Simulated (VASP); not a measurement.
# Pt (Fm-3m) in VASP: further runs

Runs on Pt. Level: r2SCAN. Tasks: single point.

Program: VASP 6.6.1. These are calculated values, not measurements. Logs are shortened: lines on timing, memory, paths and dates and some standing lists are left out, and cuts for length are marked.

## 1. The cell of the first run

It takes space group Fm-3m (No. 225, cubic). Conventional cell: a = 3.941 Å, b = 3.941 Å, c = 3.941 Å, α = 90.00°, β = 90.00°, γ = 90.00°. Within 3.7 Å of Pt (site symmetry m-3m) lie 12 Pt at 2.79 Å.

## 2. Single point, r2SCAN

POSCAR

```
Pt
1.0
    0.0000000000      1.9705765473      1.9705765473
    1.9705765473      0.0000000000      1.9705765473
    1.9705765473      1.9705765473      0.0000000000
Pt
1
Direct
    0.0000000000      0.0000000000      0.0000000000
```

INCAR.step1

```
  PREC = Accurate
  ENCUT = 520
  ISMEAR = 1
  SIGMA = 0.2
  LREAL = False
  LASPH = True
  NELM = 60
  NBANDS = 11
  GGA = PE
  ALGO = Normal
  EDIFF = 1E-4
  LWAVE = True
  LCHARG = False
```

INCAR.step2

```
  PREC = Accurate
  ENCUT = 520
  EDIFF = 1E-6
  ISMEAR = 1
  SIGMA = 0.2
  LREAL = False
  LASPH = True
  NELM = 60
  ALGO = Normal
  ISIF = 2
  LWAVE = False
  LCHARG = False
  METAGGA = R2SCAN
  LMIXTAU = True
  NBANDS = 11
  ISTART = 1
```

KPOINTS

```
Automatic mesh
0
Gamma
  14 14 14
```

Potentials or basis: VASP PAW PBE potentials, release 64 (Pt).

Launch:

```sh
$ cat potpaw_PBE.64/Pt/POTCAR > POTCAR
$ cp INCAR.step1 INCAR
$ mpirun -np 1 vasp_std > vasp.out
$ cp INCAR.step2 INCAR
$ mpirun -np 1 vasp_std > vasp.out
```

OUTCAR:

```text
PREC = Accurate
   ENCUT = 520
   EDIFF = 1E-6
   ISMEAR = 1
   LREAL = False
   LASPH = True
   NELM = 60
   ISIF = 2
   METAGGA = R2SCAN
   ISTART = 1

 ion  position               nearest neighbor table
   1  0.000  0.000  0.000-

  LATTYP: Found a face centered cubic cell.
 ALAT       =     3.9411530946

  Lattice vectors:

 A1 = (   0.0000000000,   1.9705765473,   1.9705765473)
 A2 = (   1.9705765473,   0.0000000000,   1.9705765473)
 A3 = (   1.9705765473,   1.9705765473,   0.0000000000)

Analysis of symmetry for initial positions (statically):
=====================================================================
 Subroutine PRICEL returns:
 Original cell was already a primitive cell.

 Routine SETGRP: Setting up the symmetry group for a
 face centered cubic supercell.

 Subroutine GETGRP returns: Found 48 space group operations
 (whereof 48 operations were pure point group operations)
 out of a pool of 48 trial point group operations.

The static configuration has the point symmetry O_h .

Analysis of symmetry for dynamics (positions and initial velocities):
=====================================================================
 Subroutine PRICEL returns:
 Original cell was already a primitive cell.

 Routine SETGRP: Setting up the symmetry group for a
 face centered cubic supercell.

 Subroutine GETGRP returns: Found 48 space group operations
 (whereof 48 operations were pure point group operations)
 out of a pool of 48 trial point group operations.

The dynamic configuration has the point symmetry O_h .

 Subroutine INISYM returns: Found 48 space group operations
 (whereof 48 operations are pure point group operations),
 and found     1 'primitive' translations

----------------------------------------------------------------------------------------

                                     Primitive cell

  volume of cell :      15.3042

  direct lattice vectors                    reciprocal lattice vectors
     0.000000000  1.970576547  1.970576547    -0.253732848  0.253732848  0.253732848
     1.970576547  0.000000000  1.970576547     0.253732848 -0.253732848  0.253732848
     1.970576547  1.970576547  0.000000000     0.253732848  0.253732848 -0.253732848

  length of vectors
     2.786816079  2.786816079  2.786816079     0.439478185  0.439478185  0.439478185

  position of ions in fractional coordinates (direct lattice)
     0.000000000  0.000000000  0.000000000

  ion indices of the primitive-cell ions
   primitive index   ion index
                 1           1

----------------------------------------------------------------------------------------

 KPOINTS: Automatic mesh

Automatic generation of k-mesh.
 Grid dimensions read from file:
 generate k-points for:   14   14   14

 Generating k-lattice:

  Cartesian coordinates                     Fractional coordinates (reciprocal lattice)
    -0.018123775  0.018123775  0.018123775     0.071428571  0.000000000  0.000000000
     0.018123775 -0.018123775  0.018123775     0.000000000  0.071428571  0.000000000
     0.018123775  0.018123775 -0.018123775     0.000000000  0.000000000  0.071428571

  Length of vectors
     0.031391299  0.031391299  0.031391299

  Shift w.r.t. Gamma in fractional coordinates (k-lattice)
     0.000000000  0.000000000  0.000000000

 Subroutine IBZKPT returns following result:
 ===========================================

 Found    104 irreducible k-points:

 Following reciprocal coordinates:
            Coordinates               Weight
  0.000000  0.000000  0.000000      1.000000
  0.071429  0.000000  0.000000      8.000000
  0.142857  0.000000  0.000000      8.000000
  0.214286  0.000000  0.000000      8.000000
  0.285714  0.000000  0.000000      8.000000
  0.357143  0.000000  0.000000      8.000000
[... 16 lines left out ...]
  0.214286  0.142857  0.000000     24.000000
  0.285714  0.142857  0.000000     24.000000
 [... further k-points ...]
   k-points           NKPTS =    104   k-points in BZ     NKDIM =    104   number of bands    NBANDS=     11
   number of dos      NEDOS =    301   number of ions     NIONS =      1
   total plane-waves  NPLWV =  13824
   dimension x,y,z NGX =    24 NGY =   24 NGZ =   24
   dimension x,y,z NGXF=    48 NGYF=   48 NGZF=   48
   ions per type =               1
   NGX,Y,Z   is equivalent  to a cutoff of  14.32, 14.32, 14.32 a.u.
   NGXF,Y,Z  is equivalent  to a cutoff of  28.63, 28.63, 28.63 a.u.
 SYSTEM =  unknown system
   PREC   = accura    normal or accurate (medium, high low for compatibility)
   ISTART =      1    job   : 0-new  1-cont  2-samecut
   ICHARG =      0    charge: 1-file 2-atom 10-const
   ISPIN  =      1    spin polarized calculation?
   LNONCOLLINEAR =      F non collinear calculations
   LSORBIT =      F    spin-orbit coupling
   LASPH  =      T    aspherical Exc in radial PAW
   ENCUT  =  520.0 eV  38.22 Ry    6.18 a.u.   5.18  5.18  5.18*2*pi/ulx,y,z
   NELM   =     60;   NELMIN=  2; NELMDL=  0     # of ELM steps
   EDIFF  = 0.1E-05   stopping-criterion for ELM
   LREAL  =      F    real-space projection
   EDIFFG = 0.1E-04   stopping-criterion for IOM
   NSW    =      0    number of steps for IOM
   IBRION =     -1    ionic relax: 0-MD 1-quasi-New 2-CG
   NFREE  =      0    steps in history (QN), initial steepest desc. (CG)
   ISIF   =      2    stress and relaxation
   ISYM   =      2    0-nonsym 1-usesym 2-fastsym
   POTIM  = 0.5000    time-step for ionic-motion
   TEBEG  =    0.0;   TEEND  =   0.0 temperature during run
   PSTRESS=    0.0 pullay stress
   NELECT =      10.0000    total number of electrons
   NUPDOWN=      -1.0000    fix difference up-down
   EMIN   =  10.00;   EMAX   =-10.00  energy-range for DOS
   EFERMI =   0.00;   METHOD = LEGACY
   ISMEAR =     1;   SIGMA  =   0.20  broadening in eV -4-tet -1-fermi 0-gaus
   EFERMI_NEDOS =   21; number of points for ismear=-14 and -15
   IALGO  =     38    algorithm
   IMIX   =      4    mixing-type and parameters
     AMIX     =   0.40;   BMIX     =  1.00
     AMIX_MAG =   1.60;   BMIX_MAG =  1.00
  volume/ion in A,a.u.               =      15.30       103.28
  Fermi-wavevector in a.u.,A,eV,Ry     =   1.420599  2.684543 27.457940  2.018102
  Thomas-Fermi vector in A             =   2.541497
   LORBIT       =      0    0 simple, 1 ext, 2 COOP (PROOUT), +10 PAW based schemes
   METAGGA = R2SCAN    functional components
   LHFCALC =     F    Hartree Fock is set to
   AEXX    =    0.0000 exact exchange contribution
   IVDW    =     0    specifies the selected vdW correction
   LEPSILON=     F    determine dielectric tensor
   LRPA    =     F    only Hartree local field effects (RPA)
 non-spin polarized calculation
 Methfessel and Paxton  Order N= 1 SIGMA  =   0.20
  energy-cutoff  :      520.00
  volume of cell :       15.30
 maximum number of plane-waves:       428
 NGX is ok and might be reduce to    24
   NGX = 11   NGY = 11   NGZ = 11

 number of electron      10.0000001 magnetization

 Free energy of the ion-electron system (eV)
  ---------------------------------------------------
  ext. energy  EPLUGINS =         0.00000000
  ---------------------------------------------------
  free energy    TOTEN  =       -51.50865528 eV

  energy without entropy =      -51.50762050  energy(sigma->0) =      -51.50831035

 E-fermi :  10.7081     XC(G=0): -14.5317

 val. band max:       10.7029853060   @ k =   0.5000   0.3571   0.0714
 cond. band min:      10.7082185737   @ k =   0.4286   0.1429   0.0000
 fundamental gap:      0.0052332677
 Fermi energy:        10.7081375090

 k-point     1 :       0.0000    0.0000    0.0000
  band No.  band energies     occupation
      1       0.4088      2.00000
      2       6.9089      2.00000
      3       6.9089      2.00000
      4       6.9089      2.00000
      5       9.0197      2.00000
      6       9.0197      2.00000
      7      26.2571      0.00000
      8      31.3436      0.00000
      9      31.3436      0.00000
     10      31.3436      0.00000
     11      37.1650      0.00000

 k-point     2 :       0.0714    0.0000    0.0000
  band No.  band energies     occupation
      1       0.6192      2.00000
      2       6.8180      2.00000
      3       6.9911      2.00000
      4       6.9911      2.00000
      5       8.9761      2.00000
      6       8.9761      2.00000
      7      26.5744      0.00000
      8      30.3081      0.00000
      9      31.6584      0.00000
     10      31.6584      0.00000
     11      38.2327      0.00000

 k-point     3 :       0.1429    0.0000    0.0000
  band No.  band energies     occupation
      1       1.2168      2.00000
      2       6.6127      2.00000
      3       7.1804      2.00000
      4       7.1804      2.00000
      5       8.9153      2.00000
      6       8.9153      2.00000
      7      27.3535      0.00000
      8      28.3073      0.00000
      9      32.5503      0.00000
     10      32.5503      0.00000
     11      37.5210      0.00000

 k-point     4 :       0.2143    0.0000    0.0000
  band No.  band energies     occupation
      1       2.0690      2.00000
      2       6.4971      2.00000
      3       7.2946      2.00000
      4       7.2946      2.00000
      5       9.0416      2.00000
      6       9.0416      2.00000
      7      25.9779      0.00000
      8      28.0340      0.00000
      9      33.8070      0.00000
     10      33.8070      0.00000
     11      35.5799      0.00000
[... 239 lines left out ...]
 k-point    22 :       0.1429    0.1429    0.0000
  band No.  band energies     occupation
      1       1.4955      2.00000
      2       6.2475      2.00000
      3       7.4803      2.00000
      4       7.4803      2.00000
      5       8.3107      2.00000
      6       9.3021      2.00000
      7      27.8848      0.00000
      8      29.7327      0.00000
      9      31.0932      0.00000
     10      31.0932      0.00000
     11      39.1282      0.00000

 k-point    23 :       0.2143    0.1429    0.0000
  band No.  band energies     occupation
      1       2.1627      2.00000
      2       5.9699      2.00000
      3       7.5837      2.00000
      4       7.7434      2.00000
      5       8.2858      2.00000
      6       9.4712      2.00000
      7      28.1215      0.00000
      8      28.7576      0.00000
      9      30.7915      0.00000
     10      31.6043      0.00000
     11      36.4381      0.00000

 k-point    24 :       0.2857    0.1429    0.0000
  band No.  band energies     occupation
      1       3.0068      2.00000
      2       5.8341      2.00000
      3       7.2340      2.00000
      4       7.8374      2.00000
      5       8.9798      2.00000
      6       9.8167      2.00000
      7      25.6616      0.00000
      8      28.9480      0.00000
      9      30.3973      0.00000
     10      31.9371      0.00000
     11      35.9367      0.00000

 [... further k-points ...]
[... 5 lines left out ...]
  --------------------------------------------------------------------------------------
  -------------------------------------------------------------------------------------
  Total        0.0244617      0.0244617      0.0244617      0.0000000      0.0000000      0.0000000
  in kB        2.5608692      2.5608692      2.5608692      0.0000000      0.0000000      0.0000000
  external PRESSURE =       2.5608692 kB  Pullay stress =       0.0000000 kB

 VOLUME and BASIS-vectors are now :
 -----------------------------------------------------------------------------
  energy-cutoff  :      520.00
  volume of cell :       15.30
      direct lattice vectors                 reciprocal lattice vectors
     0.000000000  1.970576547  1.970576547    -0.253732848  0.253732848  0.253732848
     1.970576547  0.000000000  1.970576547     0.253732848 -0.253732848  0.253732848
     1.970576547  1.970576547  0.000000000     0.253732848  0.253732848 -0.253732848

 POSITION                                       TOTAL-FORCE (eV/Angst)
 -----------------------------------------------------------------------------------
      0.00000      0.00000      0.00000         0.000000      0.000000      0.000000
 -----------------------------------------------------------------------------------
    total drift:                               -0.000000     -0.000000     -0.000000

  FREE ENERGIE OF THE ION-ELECTRON SYSTEM (eV)
  ---------------------------------------------------
  free  energy   TOTEN  =       -51.5086552768 eV

  energy  without entropy=      -51.5076205003  energy(sigma->0) =      -51.50831035
```

Wall time 86 s (1 thread of AMD EPYC 7R43 (Zen 3), shared host); peak memory 0.12 GiB.

Results:

```yaml
Free_energy: -51.5087 eV
Pressure: 0.3 GPa
Band_gap_on_the_k_mesh: zero (band 5 reaches 11.24 eV, above the bottom of band 6 at 8.92 eV)
```

Caveat: the PAW data sets were made with another functional, which shifts forces and pressure a little; spin-orbit coupling is left out, which moves the levels of the heavy elements.

## 3. Single point, r2SCAN

POSCAR is that of step 2.

INCAR.step1

```
PREC = Accurate ; ENCUT = 520
ISMEAR = 1 ; SIGMA = 0.3
LREAL = False ; LASPH = True
NELM = 60 ; NBANDS = 11
GGA = PE ; ALGO = Normal
EDIFF = 1E-4 ; LWAVE = True
LCHARG = False
```

INCAR.step2

```
PREC = Accurate ; ENCUT = 520
EDIFF = 1E-7 ; ISMEAR = 1
SIGMA = 0.3 ; LREAL = False
LASPH = True ; NELM = 60
ALGO = Normal ; ISIF = 2
LWAVE = False ; LCHARG = False
METAGGA = R2SCAN ; LMIXTAU = True
NBANDS = 11 ; ISTART = 1
```

KPOINTS is that of step 2.

Potentials or basis: VASP PAW PBE potentials, release 64 (Pt).

Launch:

```sh
$ cat potpaw_PBE.64/Pt/POTCAR > POTCAR
$ cp INCAR.step1 INCAR
$ mpirun -np 1 vasp_std > vasp.out
$ cp INCAR.step2 INCAR
$ mpirun -np 1 vasp_std > vasp.out
```

Run time: 92 s. Hardware: 1 thread of AMD EPYC 7R43 (Zen 3), shared host; peak memory 0.12 GiB.

The run converged. Its results:

| Quantity | Value |
| --- | --- |
| Free energy | -51.5102 eV |
| Pressure | 0.4 GPa |
| Band gap on the k mesh | zero (band 5 reaches 11.25 eV, above the bottom of band 6 at 8.92 eV) |

Levels at points of the mesh, in eV from the Fermi level:
```
           k point  band 1  band 2  band 3  band 4  band 5  band 6  band 7  band 8  band 9  band 10
(0.00, 0.00, 0.00)  -10.31   -3.81   -3.81   -3.81   -1.69   -1.69   15.54   20.63   20.63    20.63
(0.50, 0.00, 0.00)   -7.40   -3.90   -3.90   -0.22    0.04    0.04    6.06   15.18   19.87    19.87
(0.50, 0.50, 0.00)   -7.11   -6.69   -0.04    0.53    0.53    1.99    9.20   11.99   11.99    21.12
```

Caveat: the PAW data sets were made with another functional, which shifts forces and pressure a little; spin-orbit coupling is left out, which moves the levels of the heavy elements.

(Continued in part 2 of 3.)
